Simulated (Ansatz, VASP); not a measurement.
**BP in VASP and in Ansatz**

```
B P
1.0
     0.00000    2.54617    1.80014
     2.54617    0.00000    1.80014
     2.54617    2.54617    0.00000
B P
1 1
Direct
  0.00000 0.00000 0.00000
  0.75000 0.75000 0.75000
```

Alike in both runs: task single point; functional r2SCAN; k mesh 12 × 12 × 12; occupations gaussian, width 0.05 eV; no spin polarisation.

|  | VASP | Ansatz |
| --- | --- | --- |
| version | VASP 6.6.1 | Ansatz 0.2.0 |
| potentials or method | VASP PAW PBE potentials, release 64 (B, P), cutoff 520 eV | scalar-relativistic, plane waves, PAW |
| valence electrons in the cell | 8 | 8 |

Ansatz gave:

- gap on the k mesh at the Fermi level (eV): none
- pressure (GPa): -4.1
- traceless stress, the component that is largest in VASP (GPa): 31.87

Task: Estimate VASP's values.

Result: gap on the k mesh at the Fermi level (eV): none; pressure (GPa): -4.5; traceless stress, the component that is largest in VASP (GPa): 32.09.

VASP's potentials were made for PBE, not for r2SCAN. A gap of «none» marks a metal or a gap that the smearing closes.
